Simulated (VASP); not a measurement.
# Ru (P6_3/mmc) in VASP: a series of runs

Ru is run at these levels: PBE; tasks: electric field gradients.

All numbers are computed with VASP 6.6.1; they aren't measurements. Logs are shortened: lines on timing, memory, paths and dates and some standing lists are left out, and cuts for length are marked.

## Step 1: The cell of the first run

Symmetry: P6_3/mmc, No. 194, hexagonal system. The conventional cell has a = 2.724 Å, b = 2.724 Å, c = 4.310 Å, α = 90.00°, β = 90.00°, γ = 120.00°. Ru (site symmetry -6m2) has 12 Ru at 2.67 to 2.72 Å within 3.5 Å.

## Step 2: Electric field gradients, PBE (volume scaled by 1.02)

File INCAR:

```
SYSTEM = Ru
PREC = Accurate
ENCUT = 520
EDIFF = 1E-8
ISMEAR = -1
SIGMA = 0.03
LREAL = .False.
LASPH = .True.
NELM = 60
ALGO = Normal
ISIF = 2
LWAVE = .False.
LCHARG = .False.
GGA = PE
LEFG = .True.
NBANDS = 21
```

File KPOINTS:

```
Automatic mesh
0
Gamma
  14 14 8
  0 0 0
```

File POSCAR:

```
Ru
1.0
    2.7237190573      0.0000000000      0.0000000000
   -1.3618595287      2.3588098964      0.0000000000
    0.0000000000      0.0000000000      4.3102577801
Ru
2
Direct
    0.3333333333      0.6666666667      0.2500000000
    0.6666666667      0.3333333333      0.7500000000
```

Potentials or basis: VASP PAW PBE potentials, release 64 (Ru_pv).

Started as:

```bash
> cat potpaw_PBE.64/Ru_pv/POTCAR > POTCAR
> mpirun -np 1 vasp_std > vasp.out
```

OUTCAR:

```text
SYSTEM = Ru
   PREC = Accurate
   ENCUT = 520
   EDIFF = 1E-8
   ISMEAR = -1
   LREAL = .False.
   LASPH = .True.
   NELM = 60
   ISIF = 2
   GGA = PE

 ion  position               nearest neighbor table
   1  0.333  0.667  0.250-   2 2.67   2 2.67   2 2.67   2 2.67   2 2.67   2 2.67
   2  0.667  0.333  0.750-   1 2.67   1 2.67   1 2.67   1 2.67   1 2.67   1 2.67

  LATTYP: Found a hexagonal cell.
 ALAT       =     2.7237190573
 C/A-ratio  =     1.5824898565

  Lattice vectors:

 A1 = (   2.7237190573,   0.0000000000,   0.0000000000)
 A2 = (  -1.3618595287,   2.3588098964,   0.0000000000)
 A3 = (   0.0000000000,   0.0000000000,   4.3102577801)

Analysis of symmetry for initial positions (statically):
=====================================================================
 Subroutine PRICEL returns:
 Original cell was already a primitive cell.

 Routine SETGRP: Setting up the symmetry group for a
 hexagonal supercell.

 Subroutine GETGRP returns: Found 24 space group operations
 (whereof 12 operations were pure point group operations)
 out of a pool of 24 trial point group operations.

The static configuration has the point symmetry D_3d.
 The point group associated with its full space group is D_6h.

Analysis of symmetry for dynamics (positions and initial velocities):
=====================================================================
 Subroutine PRICEL returns:
 Original cell was already a primitive cell.

 Routine SETGRP: Setting up the symmetry group for a
 hexagonal supercell.

 Subroutine GETGRP returns: Found 24 space group operations
 (whereof 12 operations were pure point group operations)
 out of a pool of 24 trial point group operations.

The dynamic configuration has the point symmetry D_3d.
 The point group associated with its full space group is D_6h.

 Subroutine INISYM returns: Found 24 space group operations
 (whereof 12 operations are pure point group operations),
 and found     1 'primitive' translations

----------------------------------------------------------------------------------------

                                     Primitive cell

  volume of cell :      27.6923

  direct lattice vectors                    reciprocal lattice vectors
     2.723719057  0.000000000  0.000000000     0.367145061  0.211971300  0.000000000
    -1.361859529  2.358809896  0.000000000     0.000000000  0.423942600  0.000000000
     0.000000000  0.000000000  4.310257780     0.000000000  0.000000000  0.232004685

  length of vectors
     2.723719057  2.723719057  4.310257780     0.423942600  0.423942600  0.232004685

  position of ions in fractional coordinates (direct lattice)
     0.333333333  0.666666667  0.250000000
     0.666666667  0.333333333  0.750000000

  ion indices of the primitive-cell ions
   primitive index   ion index
                 1           1
                 2           2

----------------------------------------------------------------------------------------

 KPOINTS: Automatic mesh

Automatic generation of k-mesh.
 Grid dimensions read from file:
 generate k-points for:   14   14    8

 Generating k-lattice:

  Cartesian coordinates                     Fractional coordinates (reciprocal lattice)
     0.026224647  0.015140807  0.000000000     0.071428571  0.000000000  0.000000000
     0.000000000  0.030281614  0.000000000     0.000000000  0.071428571  0.000000000
     0.000000000  0.000000000  0.029000586     0.000000000  0.000000000  0.125000000

  Length of vectors
     0.030281614  0.030281614  0.029000586

  Shift w.r.t. Gamma in fractional coordinates (k-lattice)
     0.000000000  0.000000000  0.000000000

 Subroutine IBZKPT returns following result:
 ===========================================

 Found    120 irreducible k-points:

 Following reciprocal coordinates:
            Coordinates               Weight
  0.000000  0.000000  0.000000      1.000000
  0.071429  0.000000  0.000000      6.000000
  0.142857  0.000000  0.000000      6.000000
  0.214286  0.000000  0.000000      6.000000
  0.285714  0.000000  0.000000      6.000000
  0.357143  0.000000  0.000000      6.000000
[... 16 lines left out ...]
  0.285714  0.285714  0.000000      6.000000
  0.357143  0.285714  0.000000      6.000000
 [... further k-points ...]
   k-points           NKPTS =    120   k-points in BZ     NKDIM =    120   number of bands    NBANDS=     21
   number of dos      NEDOS =    301   number of ions     NIONS =      2
   total plane-waves  NPLWV =  12800
   dimension x,y,z NGX =    20 NGY =   20 NGZ =   32
   dimension x,y,z NGXF=    40 NGYF=   40 NGZF=   64
   ions per type =               2
   NGX,Y,Z   is equivalent  to a cutoff of  12.21, 12.21, 12.34 a.u.
   NGXF,Y,Z  is equivalent  to a cutoff of  24.41, 24.41, 24.68 a.u.
 SYSTEM =  Ru
   PREC   = accura    normal or accurate (medium, high low for compatibility)
   ISTART =      0    job   : 0-new  1-cont  2-samecut
   ICHARG =      2    charge: 1-file 2-atom 10-const
   ISPIN  =      1    spin polarized calculation?
   LNONCOLLINEAR =      F non collinear calculations
   LSORBIT =      F    spin-orbit coupling
   LASPH  =      T    aspherical Exc in radial PAW
   ENCUT  =  520.0 eV  38.22 Ry    6.18 a.u.   5.06  5.06  8.01*2*pi/ulx,y,z
   NELM   =     60;   NELMIN=  2; NELMDL= -5     # of ELM steps
   EDIFF  = 0.1E-07   stopping-criterion for ELM
   LREAL  =      F    real-space projection
   EDIFFG = 0.1E-06   stopping-criterion for IOM
   NSW    =      0    number of steps for IOM
   IBRION =     -1    ionic relax: 0-MD 1-quasi-New 2-CG
   NFREE  =      0    steps in history (QN), initial steepest desc. (CG)
   ISIF   =      2    stress and relaxation
   ISYM   =      2    0-nonsym 1-usesym 2-fastsym
   POTIM  = 0.5000    time-step for ionic-motion
   TEBEG  =    0.0;   TEEND  =   0.0 temperature during run
   PSTRESS=    0.0 pullay stress
   NELECT =      28.0000    total number of electrons
   NUPDOWN=      -1.0000    fix difference up-down
   EMIN   =  10.00;   EMAX   =-10.00  energy-range for DOS
   EFERMI =   0.00;   METHOD = LEGACY
   ISMEAR =    -1;   SIGMA  =   0.03  broadening in eV -4-tet -1-fermi 0-gaus
   EFERMI_NEDOS =   21; number of points for ismear=-14 and -15
   IALGO  =     38    algorithm
   IMIX   =      4    mixing-type and parameters
     AMIX     =   0.40;   BMIX     =  1.00
     AMIX_MAG =   1.60;   BMIX_MAG =  1.00
  volume/ion in A,a.u.               =      13.85        93.44
  Fermi-wavevector in a.u.,A,eV,Ry     =   1.643140  3.105085 36.734511  2.699910
  Thomas-Fermi vector in A             =   2.733325
   LORBIT       =      0    0 simple, 1 ext, 2 COOP (PROOUT), +10 PAW based schemes
   GGA     = PE    functional components
   LHFCALC =     F    Hartree Fock is set to
   AEXX    =    0.0000 exact exchange contribution
   IVDW    =     0    specifies the selected vdW correction
   LEPSILON=     F    determine dielectric tensor
   LRPA    =     F    only Hartree local field effects (RPA)
 non-spin polarized calculation
  energy-cutoff  :      520.00
  volume of cell :       27.69
 maximum number of plane-waves:       764
   NGX = 11   NGY = 11   NGZ = 17

 number of electron      28.0000015 magnetization

 Free energy of the ion-electron system (eV)
  ---------------------------------------------------
  ext. energy  EPLUGINS =         0.00000000
  ---------------------------------------------------
  free energy    TOTEN  =       -18.46471886 eV

  energy without entropy =      -18.45782393  energy(sigma->0) =      -18.46127140

 E-fermi :  12.4696     XC(G=0): -13.9983

 val. band max:       12.4653725280   @ k =   0.0000   0.0000   0.3750
 cond. band min:      12.4798564866   @ k =   0.2857   0.1429   0.0000
 fundamental gap:      0.0144839585
 Fermi energy:        12.4695921548

 k-point     1 :       0.0000    0.0000    0.0000
  band No.  band energies     occupation
      1     -31.0955      2.00000
      2     -30.2149      2.00000
      3     -30.2149      2.00000
      4     -30.0549      2.00000
      5     -30.0549      2.00000
      6     -30.0242      2.00000
[... 13 lines left out ...]
     20      22.9260      0.00000
     21      22.9363      0.00000
[... 529 lines left out ...]
 k-point    24 :       0.3571    0.2857    0.0000
  band No.  band energies     occupation
      1     -30.7934      2.00000
      2     -30.6226      2.00000
      3     -30.6187      2.00000
      4     -30.5036      2.00000
      5     -30.4236      2.00000
      6     -30.4170      2.00000
[... 13 lines left out ...]
     20      22.9261      0.00000
     21      22.9262      0.00000

 [... further k-points ...]

------------------------ aborting loop because EDIFF is reached ----------------------------------------

  FORCE on cell =-STRESS in cart. coord.  units (eV):
  Direction    XX          YY          ZZ          XY          YZ          ZX
  --------------------------------------------------------------------------------------
  -------------------------------------------------------------------------------------
  Total       -0.2108143     -0.2108143     -0.5433139      0.0000000     -0.0000000     -0.0000000
  in kB      -12.1969762    -12.1969762    -31.4342373      0.0000000     -0.0000000     -0.0000000
  external PRESSURE =     -18.6093966 kB  Pullay stress =       0.0000000 kB

 VOLUME and BASIS-vectors are now :
 -----------------------------------------------------------------------------
  energy-cutoff  :      520.00
  volume of cell :       27.69
      direct lattice vectors                 reciprocal lattice vectors
     2.723719057  0.000000000  0.000000000     0.367145061  0.211971300  0.000000000
    -1.361859529  2.358809896  0.000000000     0.000000000  0.423942600  0.000000000
     0.000000000  0.000000000  4.310257780     0.000000000  0.000000000  0.232004685

 POSITION                                       TOTAL-FORCE (eV/Angst)
 -----------------------------------------------------------------------------------
     -0.00000      1.57254      1.07756         0.000000      0.000000      0.000000
      1.36186      0.78627      3.23269        -0.000000     -0.000000      0.000000
 -----------------------------------------------------------------------------------
    total drift:                               -0.000000      0.000000     -0.000000

  FREE ENERGIE OF THE ION-ELECTRON SYSTEM (eV)
  ---------------------------------------------------
  free  energy   TOTEN  =       -18.4647188640 eV

  energy  without entropy=      -18.4578239304  energy(sigma->0) =      -18.46127140

 Electric field gradients (V/A^2)
---------------------------------------------------------------------
 ion       V_xx      V_yy      V_zz      V_xy      V_xz      V_yz
---------------------------------------------------------------------
   1       6.191     6.193   -12.384     0.002     0.000    -0.000
   2       6.191     6.193   -12.384     0.002    -0.000     0.000
---------------------------------------------------------------------

 Electric field gradients after diagonalization (V/A^2)
 (convention: |V_zz| > |V_xx| > |V_yy|)
----------------------------------------------------------------------
 ion       V_xx      V_yy      V_zz     asymmetry (V_yy - V_xx)/ V_zz
----------------------------------------------------------------------
   1       6.195     6.189   -12.384       0.000
   2       6.195     6.189   -12.384       0.000
----------------------------------------------------------------------

           NMR quadrupolar parameters

 Cq : quadrupolar parameter    Cq=e*Q*V_zz/h
 eta: asymmetry parameters     (V_yy - V_xx)/ V_zz
 Q  : nuclear electric quadrupole moment in mb (millibarn)
----------------------------------------------------------------------
 ion       Cq(MHz)       eta       Q (mb)
----------------------------------------------------------------------
   1      -0.030       0.000       1.000
   2      -0.030       0.000       1.000
----------------------------------------------------------------------
```

Run time: 26 s. Hardware: 1 thread of Intel Xeon 6975P-C (Granite Rapids), shared host; peak memory 0.17 GiB.

Results:

```yaml
Free_energy: -18.4647 eV
Pressure: -1.9 GPa
Band_gap_on_the_k_mesh: zero (band 14 reaches 14.05 eV, above the bottom of band 15 at 11.02 eV)
```

Levels at points of the mesh, in eV from the Fermi level:
```csv
k point,band 10,band 11,band 12,band 13,band 14,band 15,band 16,band 17,band 18,band 19
"(0.00, 0.00, 0.00)",-2.50,-2.34,-1.84,-1.84,-1.34,-1.34,1.16,1.16,1.29,10.08
"(0.50, 0.00, 0.00)",-2.91,-2.01,-1.74,-1.47,1.40,1.80,1.86,3.97,6.00,10.45
"(0.00, 0.00, 0.50)",-2.66,-2.66,-2.66,-2.64,-2.64,0.54,0.54,0.54,0.54,10.46
"(0.50, 0.00, 0.50)",-4.38,-1.01,-1.01,0.45,0.45,1.64,1.64,3.33,3.33,10.33
```

Electric field gradients, principal values (V/Å²):
```csv
atom,least,middle,greatest (by size)
1 Ru,6.189,6.195,-12.384
2 Ru,6.189,6.195,-12.384
```

Caveat: without QUAD_EFG the Cq values of the log hold for a quadrupole moment of 1 mb, not for the nuclei.

## Step 3: Electric field gradients, PBE (volume scaled by 1.03)

File INCAR:

```
PREC = Accurate ; ENCUT = 520
EDIFF = 1E-8 ; ISMEAR = -1
SIGMA = 0.03 ; LREAL = F
LASPH = T ; NELM = 60
ALGO = Normal ; ISIF = 2
LWAVE = F ; LCHARG = F
GGA = PE ; LEFG = T
NBANDS = 21
```

File KPOINTS:

```
Automatic mesh
0
Gamma
  14 14 8
```

File POSCAR:

```
Ru
1.0
    2.7325911690      0.0000000000      0.0000000000
   -1.3662955845      2.3664933706      0.0000000000
    0.0000000000      0.0000000000      4.3242978068
Ru
2
Direct
    0.3333333333      0.6666666667      0.2500000000
    0.6666666667      0.3333333333      0.7500000000
```

Potentials or basis: VASP PAW PBE potentials, release 64 (Ru_pv).

Started as:

```bash
> cat potpaw_PBE.64/Ru_pv/POTCAR > POTCAR
> mpirun -np 1 vasp_std > vasp.out
```

OUTCAR:

```text
PREC = Accurate
   ENCUT = 520
   EDIFF = 1E-8
   ISMEAR = -1
   LREAL = F
   LASPH = T
   NELM = 60
   ISIF = 2
   GGA = PE

 ion  position               nearest neighbor table
   1  0.333  0.667  0.250-   2 2.68   2 2.68   2 2.68   2 2.68   2 2.68   2 2.68
   2  0.667  0.333  0.750-   1 2.68   1 2.68   1 2.68   1 2.68   1 2.68   1 2.68

  LATTYP: Found a hexagonal cell.
 ALAT       =     2.7325911690
 C/A-ratio  =     1.5824898565

  Lattice vectors:

[... 789 lines left out ...]

  FREE ENERGIE OF THE ION-ELECTRON SYSTEM (eV)
  ---------------------------------------------------
  free  energy   TOTEN  =       -18.4592728456 eV

  energy  without entropy=      -18.4522846438  energy(sigma->0) =      -18.45577874

 Electric field gradients (V/A^2)
---------------------------------------------------------------------
 ion       V_xx      V_yy      V_zz      V_xy      V_xz      V_yz
---------------------------------------------------------------------
   1       6.061     6.063   -12.124     0.002     0.000    -0.000
   2       6.061     6.063   -12.124     0.002    -0.000     0.000
---------------------------------------------------------------------

 Electric field gradients after diagonalization (V/A^2)
 (convention: |V_zz| > |V_xx| > |V_yy|)
----------------------------------------------------------------------
 ion       V_xx      V_yy      V_zz     asymmetry (V_yy - V_xx)/ V_zz
----------------------------------------------------------------------
   1       6.065     6.059   -12.124       0.000
   2       6.065     6.059   -12.124       0.000
----------------------------------------------------------------------

           NMR quadrupolar parameters

 Cq : quadrupolar parameter    Cq=e*Q*V_zz/h
 eta: asymmetry parameters     (V_yy - V_xx)/ V_zz
 Q  : nuclear electric quadrupole moment in mb (millibarn)
----------------------------------------------------------------------
 ion       Cq(MHz)       eta       Q (mb)
----------------------------------------------------------------------
   1      -0.029       0.000       1.000
   2      -0.029       0.000       1.000
----------------------------------------------------------------------
```

Run time: 27 s. Hardware: 1 thread of Intel Xeon 6975P-C (Granite Rapids), shared host; peak memory 0.17 GiB.

Results:

| Item | Value |
| --- | --- |
| Free energy | -18.4593 eV |
| Pressure | -4.8 GPa |
| Band gap on the k mesh | zero (band 14 reaches 13.85 eV, above the bottom of band 15 at 10.87 eV) |

Levels at points of the mesh, in eV from the Fermi level:
| k point | band 11 | band 12 | band 13 | band 14 | band 15 | band 16 | band 17 | band 18 |
| --- | --- | --- | --- | --- | --- | --- | --- | --- |
| (0.00, 0.00, 0.00) | -2.30 | -1.81 | -1.81 | -1.32 | -1.32 | 1.14 | 1.14 | 1.28 |
| (0.50, 0.00, 0.00) | -1.98 | -1.73 | -1.45 | 1.37 | 1.77 | 1.83 | 3.92 | 5.93 |
| (0.00, 0.00, 0.50) | -2.62 | -2.62 | -2.60 | -2.60 | 0.53 | 0.53 | 0.53 | 0.53 |
| (0.50, 0.00, 0.50) | -1.00 | -1.00 | 0.44 | 0.44 | 1.61 | 1.61 | 3.30 | 3.30 |

Electric field gradients, principal values (V/Å²):
| atom | least | middle | greatest (by size) |
| --- | --- | --- | --- |
| 1 Ru | 6.059 | 6.065 | -12.124 |
| 2 Ru | 6.059 | 6.065 | -12.124 |

Caveat: without QUAD_EFG the Cq values of the log hold for a quadrupole moment of 1 mb, not for the nuclei.

(Part 1 of 2 ends here.)
